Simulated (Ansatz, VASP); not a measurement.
# Two plane-wave programs on TiO2

```
Ti O
1.0
    -2.97316    3.28737    3.28740
     2.97316   -3.28737    3.28740
     2.97316    3.28737   -3.28740
Ti O
4 8
Direct
  0.99375 0.50090 0.99997
  0.99960 0.99164 0.49216
  0.49433 0.24736 0.25178
  0.50613 0.76194 0.74935
  0.70072 0.69793 0.50348
  0.70250 0.19214 0.01440
  0.80120 0.74894 0.04979
  0.19081 0.74921 0.44168
  0.80096 0.24169 0.55272
  0.30019 0.80549 0.01493
  0.19662 0.25499 0.95379
  0.30396 0.30962 0.50009
```

Change from the starting cell: atoms moved at random, drawn with an rms of 0.05 Å.

Alike in both runs: task single point; functional PBE; k mesh 6 × 6 × 6; occupations fermi-dirac, width 0.05 eV; no spin polarisation.

|  | VASP | Ansatz |
| --- | --- | --- |
| version | VASP 6.6.1 | Ansatz 0.2.0 |
| potentials or method | VASP PAW PBE potentials, release 64 (Ti_sv, O) | Ansatz PAW |
| plane-wave cutoff (eV) | 520 | 420 |
| valence electrons in the cell | 96 | 96 |

|  | VASP | Ansatz | Ansatz less VASP |
| --- | --- | --- | --- |
| gap on the k mesh at the Fermi level (eV) | 1.75 | 1.78 | +0.024 |
| least direct gap on the mesh (eV) | 1.75 | 1.78 | +0.024 |
| pressure (GPa) | -0.5 | -1.2 | -0.65 |
| traceless stress, the component that is largest in VASP (GPa) | -0.46 | -0.44 | +0.028 |
| rms of the force components (eV/Å) | 0.420 | 0.417 | -0.0037 |

Atom by atom the forces differ by 0.016 eV/Å (rms over components). The functional is the same, so the differences come from potentials, cutoffs and numerics.
